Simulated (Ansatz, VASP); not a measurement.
**One calculation of ZnAu, two programs**

INCAR

```
SYSTEM = ZnAu
ALGO = Normal
EDIFF = 1E-6
ENCUT = 520
GGA = PS
ISIF = 2
ISMEAR = -1
LASPH = .True.
LCHARG = .False.
LREAL = .False.
LWAVE = .False.
NBANDS = 18
NELM = 100
PREC = Accurate
SIGMA = 0.05
```

Contents of KPOINTS:

```
k-points
0
Gamma
  13 13 13
  0 0 0
```

The input POSCAR:

```
ZnAu
1.0
    3.2087215522      0.0000000000      0.0000000000
    0.0000000000      3.2087215522      0.0000000000
    0.0000000000      0.0000000000      3.2087215522
Zn Au
1 1
Direct
    0.5000000000      0.5000000000      0.5000000000
    0.0000000000      0.0000000000      0.0000000000
```

Input for Ansatz:

```yaml
crystal:
  lattice:
    - [3.2087215522, 0.0, 0.0]
    - [0.0, 3.2087215522, 0.0]
    - [0.0, 0.0, 3.2087215522]
  atoms:
    - { symbol: Zn, position: [0.5, 0.5, 0.5] }
    - { symbol: Au, position: [0.0, 0.0, 0.0] }
kpoints:
  mp_grid: { grid: [13, 13, 13] }
  band_path:
    path:
      - [0.0, 0.0, 0.0]
      - [0.0, 0.5, 0.0]
      - [0.5, 0.5, 0.0]
      - [0.0, 0.0, 0.0]
      - [0.5, 0.5, 0.5]
      - [0.0, 0.5, 0.0]
      - [0.5, 0.5, 0.5]
      - [0.5, 0.5, 0.0]
    npoints: 5
scf:
  occupations: { method: fermi_dirac, width: 0.05 }
hamiltonian:
  xc: pbesol
  pseudopotentials: { kind: all_electron, lapw: { basis_error: 0.0005 } }
output:
  forces: true
  stress: true
  eigenvalues: true
```

Change from the starting cell: volume scaled by 1.06.

Alike in both runs: task single point; functional PBEsol; k mesh 13 × 13 × 13; occupations fermi-dirac, width 0.05 eV; no spin polarisation.

```csv
,VASP,Ansatz
version,VASP 6.6.1,Ansatz 0.2.0
potentials or method,"VASP PAW PBE potentials, release 64 (Zn, Au), cutoff 520 eV","all-electron LAPW, scalar-relativistic"
```

```tsv
	VASP	Ansatz	Ansatz less VASP
pressure (GPa)	-8.7	-8.8	-0.06
```

VASP's potentials were made for PBE, not for PBEsol. Ansatz ran all-electron here, and VASP with PAW potentials.

Neither program's run includes spin-orbit coupling.
